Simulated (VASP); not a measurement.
# SiC3 (P6_3/mcm) in VASP: single point with PBE

Aim: the single point of SiC3 with PBE.

Everything below comes from runs of VASP 6.6.1. Logs are shortened: lines on timing, memory, paths and dates and some standing lists are left out, and cuts for length are marked.

### Step 1. The cell of the first run

Symmetry: P6_3/mcm, No. 193, hexagonal system. The conventional cell has a = 4.276 Å, b = 4.276 Å, c = 4.181 Å, α = 90.00°, β = 90.00°, γ = 120.00°. Within 2.7 Å of Si (site symmetry -62m) lie 6 C at 2.00 to 2.27 Å and 2 Si at 2.09 Å. Within 2.7 Å of C (site symmetry m2m) lie 2 Si at 2.00 to 2.27 Å and 6 C at 2.11 to 2.15 Å.

The cell was built from a structure type or drawn by symmetry, and may not be a known phase.

### Step 2. Single point, PBE

INCAR

```
ALGO     = Normal         # electronic algorithm
EDIFF    = 1E-6           # SCF threshold, eV
ENCUT    = 600            # plane-wave cutoff, eV
GGA      = PE             # functional
GGA_COMPAT= F            
ISIF     = 2              # what is computed and relaxed
ISMEAR   = 0              # smearing method
LASPH    = T              # aspherical terms in the spheres
LCHARG   = F              # write CHGCAR
LREAL    = F              # projectors in reciprocal space
LWAVE    = F              # write WAVECAR
NBANDS   = 26             # bands
NELM     = 120            # most SCF steps
PREC     = Accurate       # precision mode
SIGMA    = 0.2            # smearing width, eV
```

KPOINTS

```
k-points
0
Gamma
  4 4 3
```

POSCAR

```
SiC3
1.0
    4.2761641220      0.0000000026      0.0000000000
   -2.1380820633      3.7032667591      0.0000000000
    0.0000000000      0.0000000000      4.1805748390
Si C
2 6
Direct
    0.0000000000      0.0000000000      0.2500000000
    0.0000000000      0.0000000000      0.7500000000
    0.5318793970      0.0000000000      0.2500000000
    0.0000000000      0.5318793970      0.2500000000
    0.4681206030      0.4681206030      0.2500000000
    0.4681206030      0.0000000000      0.7500000000
    0.0000000000      0.4681206030      0.7500000000
    0.5318793970      0.5318793970      0.7500000000
```

Potentials or basis: VASP PAW PBE potentials, release 64 (Si, C).

Launch:

```bash
cat potpaw_PBE.64/Si/POTCAR potpaw_PBE.64/C/POTCAR > POTCAR
mpirun -np 1 vasp_std > vasp.out
```

OUTCAR:

```text
EDIFF = 1E-6
   ENCUT = 600
   GGA = PE
   ISIF = 2
   ISMEAR = 0
   LASPH = T
   LREAL = F
   NELM = 120
   PREC = Accurate

 ion  position               nearest neighbor table
   1  0.000  0.000  0.250-   5 2.00   3 2.00   4 2.00   2 2.09   2 2.09   5 2.27   3 2.27   4 2.27

   2  0.000  0.000  0.750-   8 2.00   6 2.00   7 2.00   1 2.09   1 2.09   8 2.27   6 2.27   7 2.27

   3  0.532  0.000  0.250-   1 2.00   1 2.27
   4  0.000  0.532  0.250-   1 2.00   1 2.27
   5  0.468  0.468  0.250-   1 2.00   1 2.27
   6  0.468  0.000  0.750-   2 2.00   2 2.27
   7  0.000  0.468  0.750-   2 2.00   2 2.27
   8  0.532  0.532  0.750-   2 2.00   2 2.27

  LATTYP: Found a hexagonal cell.
 ALAT       =     4.2761641220
 C/A-ratio  =     0.9776460210

  Lattice vectors:

 A1 = (   4.2761641220,   0.0000000026,   0.0000000000)
 A2 = (  -2.1380820633,   3.7032667591,   0.0000000000)
 A3 = (   0.0000000000,   0.0000000000,   4.1805748390)

Analysis of symmetry for initial positions (statically):
=====================================================================
 Subroutine PRICEL returns:
 Original cell was already a primitive cell.

 Routine SETGRP: Setting up the symmetry group for a
 hexagonal supercell.

 Subroutine GETGRP returns: Found 24 space group operations
 (whereof 12 operations were pure point group operations)
 out of a pool of 24 trial point group operations.

The static configuration has the point symmetry D_3d.
 The point group associated with its full space group is D_6h.

Analysis of symmetry for dynamics (positions and initial velocities):
=====================================================================
 Subroutine PRICEL returns:
 Original cell was already a primitive cell.

 Routine SETGRP: Setting up the symmetry group for a
 hexagonal supercell.

 Subroutine GETGRP returns: Found 24 space group operations
 (whereof 12 operations were pure point group operations)
 out of a pool of 24 trial point group operations.

The dynamic configuration has the point symmetry D_3d.
 The point group associated with its full space group is D_6h.

 Subroutine INISYM returns: Found 24 space group operations
 (whereof 12 operations are pure point group operations),
 and found     1 'primitive' translations

----------------------------------------------------------------------------------------
[... 92 lines left out ...]
   IBRION =     -1    ionic relax: 0-MD 1-quasi-New 2-CG
   NFREE  =      0    steps in history (QN), initial steepest desc. (CG)
   ISIF   =      2    stress and relaxation
   ISYM   =      2    0-nonsym 1-usesym 2-fastsym
   POTIM  = 0.5000    time-step for ionic-motion
   TEBEG  =    0.0;   TEEND  =   0.0 temperature during run
   PSTRESS=    0.0 pullay stress
   NELECT =      32.0000    total number of electrons
   NUPDOWN=      -1.0000    fix difference up-down
   EMIN   =  10.00;   EMAX   =-10.00  energy-range for DOS
   EFERMI =   0.00;   METHOD = LEGACY
   ISMEAR =     0;   SIGMA  =   0.20  broadening in eV -4-tet -1-fermi 0-gaus
   EFERMI_NEDOS =   21; number of points for ismear=-14 and -15
   IALGO  =     38    algorithm
   IMIX   =      4    mixing-type and parameters
     AMIX     =   0.40;   BMIX     =  1.00
     AMIX_MAG =   1.60;   BMIX_MAG =  1.00
  volume/ion in A,a.u.               =       8.28        55.84
  Fermi-wavevector in a.u.,A,eV,Ry     =   1.284793  2.427906 22.459029  1.650692
  Thomas-Fermi vector in A             =   2.416965
   LORBIT       =      0    0 simple, 1 ext, 2 COOP (PROOUT), +10 PAW based schemes
   GGA     = PE    functional components
   LHFCALC =     F    Hartree Fock is set to
   AEXX    =    0.0000 exact exchange contribution
   IVDW    =     0    specifies the selected vdW correction
   LEPSILON=     F    determine dielectric tensor
   LRPA    =     F    only Hartree local field effects (RPA)
 non-spin polarized calculation
 Gauss-broadening in eV      SIGMA  =   0.20
  energy-cutoff  :      600.00
  volume of cell :       66.20
 maximum number of plane-waves:      2249
 NGX is ok and might be reduce to    36
   NGX = 17   NGY = 17   NGZ = 17

 number of electron      32.0000000 magnetization

 Free energy of the ion-electron system (eV)
  ---------------------------------------------------
  ext. energy  EPLUGINS =         0.00000000
  ---------------------------------------------------
  free energy    TOTEN  =       -44.28373532 eV

  energy without entropy =      -44.26906567  energy(sigma->0) =      -44.27640050

 E-fermi :   9.1192     XC(G=0): -12.3957

 val. band max:        8.8004709149   @ k =   0.2500   0.2500   0.0000
 cond. band min:       9.3572266005   @ k =   0.2500  -0.0000   0.3333
 fundamental gap:      0.5567556856
 Fermi energy:         9.1191504605

 k-point     1 :       0.0000    0.0000    0.0000
  band No.  band energies     occupation
      1      -8.7308      2.00000
      2      -2.8740      2.00000
      3      -0.6459      2.00000
      4      -0.6459      2.00000
      5       0.1864      2.00000
      6       0.3100      2.00000
[... 221 lines left out ...]
     25      14.1554      0.00000
     26      14.1628      0.00000

------------------------ aborting loop because EDIFF is reached ----------------------------------------

  FORCE on cell =-STRESS in cart. coord.  units (eV):
  Direction    XX          YY          ZZ          XY          YZ          ZX
  --------------------------------------------------------------------------------------
  -------------------------------------------------------------------------------------
  Total       -0.1027961     -0.1027961     -0.1698617      0.0000000      0.0000000      0.0000000
  in kB       -2.4877804     -2.4877804     -4.1108404      0.0000000      0.0000000      0.0000000
  external PRESSURE =      -3.0288004 kB  Pullay stress =       0.0000000 kB

 VOLUME and BASIS-vectors are now :
 -----------------------------------------------------------------------------
  energy-cutoff  :      600.00
  volume of cell :       66.20
      direct lattice vectors                 reciprocal lattice vectors
     4.276164122  0.000000003  0.000000000     0.233854448  0.135015929  0.000000000
    -2.138082063  3.703266759  0.000000000    -0.000000000  0.270031857  0.000000000
     0.000000000  0.000000000  4.180574839     0.000000000  0.000000000  0.239201554

 POSITION                                       TOTAL-FORCE (eV/Angst)
 -----------------------------------------------------------------------------------
      0.00000      0.00000      1.04514         0.000000      0.000000     -0.000000
      0.00000      0.00000      3.13543        -0.000000      0.000000      0.000000
      2.27440      0.00000      1.04514        -0.009707     -0.000000     -0.000000
     -1.13720      1.96969      1.04514         0.004853     -0.008406      0.000000
      1.00088      1.73358      1.04514         0.004853      0.008406      0.000000
      2.00176      0.00000      3.13543         0.009707      0.000000      0.000000
     -1.00088      1.73358      3.13543        -0.004853      0.008406     -0.000000
      1.13720      1.96969      3.13543        -0.004853     -0.008406     -0.000000
 -----------------------------------------------------------------------------------
    total drift:                                0.000000      0.000000      0.000000

  FREE ENERGIE OF THE ION-ELECTRON SYSTEM (eV)
  ---------------------------------------------------
  free  energy   TOTEN  =       -44.2837353175 eV

  energy  without entropy=      -44.2690656734  energy(sigma->0) =      -44.27640050
```

OSZICAR:

```text
N       E                     dE             d eps       ncg     rms          rms(c)
DAV:   1     0.774335451825E+02    0.77434E+02   -0.16615E+04   416   0.129E+03
DAV:   2    -0.375858846684E+02   -0.11502E+03   -0.10472E+03   502   0.199E+02
DAV:   3    -0.444135991113E+02   -0.68277E+01   -0.65344E+01   580   0.401E+01
DAV:   4    -0.445486739592E+02   -0.13507E+00   -0.13442E+00   512   0.572E+00
DAV:   5    -0.445511862348E+02   -0.25123E-02   -0.25049E-02   574   0.720E-01    0.891E+00
DAV:   6    -0.443307779337E+02    0.22041E+00   -0.21046E-01   560   0.266E+00    0.514E+00
DAV:   7    -0.442849841642E+02    0.45794E-01   -0.16266E-01   566   0.228E+00    0.724E-01
DAV:   8    -0.442838261971E+02    0.11580E-02   -0.45051E-02   576   0.109E+00    0.276E-01
DAV:   9    -0.442838426588E+02   -0.16462E-04   -0.32292E-03   566   0.348E-01    0.167E-01
DAV:  10    -0.442837716182E+02    0.71041E-04   -0.45319E-04   496   0.125E-01    0.571E-02
DAV:  11    -0.442837358787E+02    0.35740E-04   -0.99441E-05   566   0.534E-02    0.409E-02
DAV:  12    -0.442837360973E+02   -0.21865E-06   -0.27765E-05   568   0.272E-02    0.197E-02
DAV:  13    -0.442837353175E+02    0.77981E-06   -0.19394E-06   326   0.821E-03
   1 F= -.44283735E+02 E0= -.44276400E+02  d E =-.146696E-01
```

stdout:

```text
POSCAR found type information on POSCAR SiC
 POSCAR found :  2 types and       8 ions
 scaLAPACK will be used
 LDA part: xc-table for (Slater+PW92), standard interpolation
 POSCAR, INCAR and KPOINTS ok, starting setup
 FFT: planning ... GRIDC
 FFT: planning ... GRID_SOFT
 FFT: planning ... GRID
 WAVECAR not read
 entering main loop
```

It took 12 s on 1 thread of Intel Xeon Platinum 8488C (Sapphire Rapids), shared host; peak memory 0.19 GiB.

What came out:

- Free energy: -44.2837 eV
- Pressure: -0.3 GPa
- Largest force: 0.010 eV/Å
- Band gap on the k mesh: zero (bands 16 and 17 overlap by 1.96 eV)

Forces in eV/Å, atoms in the order of the input:
```
Si   0.000  0.000  0.000
Si   0.000  0.000  0.000
C   -0.010  0.000  0.000
C    0.005 -0.008  0.000
C    0.005  0.008  0.000
C    0.010  0.000  0.000
C   -0.005  0.008  0.000
C   -0.005 -0.008  0.000
```

Levels at points of the mesh, in eV from the Fermi level:
```csv
k point,band 14,band 15,band 16,band 17,band 18,band 19
"(0.00, 0.00, 0.00)",-4.17,-2.92,-2.92,-1.19,1.25,3.68
"(0.50, 0.00, 0.00)",-2.27,-2.22,-1.06,0.62,0.66,1.68
```

Caveat: the k points lie up to 0.50 Å⁻¹ apart, too coarse for converged energies and pressures of a metal.
